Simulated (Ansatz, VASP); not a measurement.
## YC2N2 in VASP and in Ansatz

The input INCAR:

```
PREC = Accurate
ENCUT = 520
EDIFF = 1E-6
ISMEAR = 0
SIGMA = 0.1
LREAL = F
LASPH = T
NELM = 80
ALGO = Normal
ISIF = 2
LWAVE = F
LCHARG = T
GGA = PE
LELF = T
LVHAR = T
NBANDS = 40
```

KPOINTS

```
regular mesh
0
Gamma
  2 2 6
```

The input POSCAR:

```
YC2N2
1.0
    7.7583756000      0.0000000000      0.0000000000
    0.0000000000      7.7583756000      0.0000000000
    0.0000000000      0.0000000000      3.6038400400
Y C N
2 4 4
Direct
    0.0000000000      0.0000000000      0.0000000000
    0.5000000000      0.5000000000      0.0000000000
    0.1919431300      0.8080568700      0.0000000000
    0.8080568700      0.1919431300      0.0000000000
    0.1919431300      0.1919431300      0.0000000000
    0.8080568700      0.8080568700      0.0000000000
    0.2985782000      0.7014218000      0.0000000000
    0.7014218000      0.2985782000      0.0000000000
    0.2985782000      0.2985782000      0.0000000000
    0.7014218000      0.7014218000      0.0000000000
```

Input for Ansatz:

```yaml
crystal:
  lattice:
    - [7.7583756, 0.0, 0.0]
    - [0.0, 7.7583756, 0.0]
    - [0.0, 0.0, 3.60384004]
  atoms:
    - { symbol: "Y", position: [0.0, 0.0, 0.0] }
    - { symbol: "Y", position: [0.5, 0.5, 0.0] }
    - { symbol: C, position: [0.19194313, 0.80805687, 0.0] }
    - { symbol: C, position: [0.80805687, 0.19194313, 0.0] }
    - { symbol: C, position: [0.19194313, 0.19194313, 0.0] }
    - { symbol: C, position: [0.80805687, 0.80805687, 0.0] }
    - { symbol: "N", position: [0.2985782, 0.7014218, 0.0] }
    - { symbol: "N", position: [0.7014218, 0.2985782, 0.0] }
    - { symbol: "N", position: [0.2985782, 0.2985782, 0.0] }
    - { symbol: "N", position: [0.7014218, 0.7014218, 0.0] }
basis:
  ecutwfc: 420
kpoints:
  mp_grid: { grid: [2, 2, 6] }
hamiltonian:
  xc: pbe
scf:
  occupations: { method: gaussian, width: 0.1 }
  lower_state_search: "off"
output:
  forces: true
  stress: true
  eigenvalues: true
```

Alike in both runs: task single point; functional PBE; k mesh 2 × 2 × 6; occupations gaussian, width 0.1 eV; no spin polarisation.

|  | VASP | Ansatz |
| --- | --- | --- |
| version | VASP 6.6.1 | Ansatz 0.2.0 |
| potentials or method | VASP PAW PBE potentials, release 64 (Y_sv, C, N), cutoff 520 eV | scalar-relativistic, plane waves, PAW |
| valence electrons in the cell | 58 | 58 |

VASP gave:

* gap on the k mesh at the Fermi level (eV): none
* pressure (GPa): 16.4
* traceless stress, the component that is largest in VASP (GPa): -15.21
* rms of the force components (eV/Å): 1.341

**Question.** Estimate Ansatz's values.

**Answer.** gap on the k mesh at the Fermi level (eV): none; pressure (GPa): 16.1; traceless stress, the component that is largest in VASP (GPa): -14.87; rms of the force components (eV/Å): 1.485.

Atom by atom the forces differ by 0.206 eV/Å (rms over components). A gap of «none» marks a metal or a gap that the smearing closes.

The k mesh is coarse, so the values compare programs but aren't converged. Noted on VASP's run: the standard files for N, O and F lose accuracy on very short bonds.
